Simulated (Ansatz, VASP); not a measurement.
Mo: VASP beside Ansatz

The input INCAR:

```
SYSTEM = Mo
PREC = Accurate ; ENCUT = 520
EDIFF = 1E-6 ; ISMEAR = 1
SIGMA = 0.1 ; LREAL = .FALSE.
LASPH = .TRUE. ; NELM = 80
ALGO = Normal ; ISIF = 2
LWAVE = .FALSE. ; LCHARG = .TRUE.
GGA = PS ; LELF = .TRUE.
LVHAR = .TRUE. ; NBANDS = 13
```

Contents of KPOINTS:

```
Automatic mesh
0
G
  36 36 36
  0 0 0
```

POSCAR

```
Mo
1.0
   -1.5647896150      1.5647896150      1.5647896150
    1.5647896150     -1.5647896150      1.5647896150
    1.5647896150      1.5647896150     -1.5647896150
Mo
1
Direct
    0.0000000000      0.0000000000      0.0000000000
```

Input for Ansatz:

```yaml
crystal:
  lattice:
    - [-1.564789615, 1.564789615, 1.564789615]
    - [1.564789615, -1.564789615, 1.564789615]
    - [1.564789615, 1.564789615, -1.564789615]
  atoms:
    - { symbol: Mo, position: [0.0, 0.0, 0.0] }
kpoints:
  mp_grid: { grid: [36, 36, 36] }
scf:
  occupations: { method: cold, width: 0.1 }
hamiltonian:
  xc: pbesol
  pseudopotentials: { kind: paw, azcp: { folder: soft_1 } }
output:
  forces: true
  stress: true
  populations: false
```

Alike in both runs: task single point; functional PBEsol; k mesh 36 × 36 × 36; no spin polarisation.

```csv
,VASP,Ansatz
version,VASP 6.6.1,Ansatz 0.2.0
potentials or method,"VASP PAW PBE potentials, release 64 (Mo_sv)","plane-wave PAW, scalar-relativistic"
plane-wave cutoff (eV),520,420
occupations,"methfessel-paxton of order 1, width 0.1 eV","cold, width 0.1 eV"
valence electrons in the cell,14,14
```

|  | VASP | Ansatz | Ansatz less VASP |
| --- | --- | --- | --- |
| pressure (GPa) | 0.5 | 0.0 | -0.51 |

VASP's potentials were made for PBE, not for PBEsol, and Ansatz warns of the same on its side.
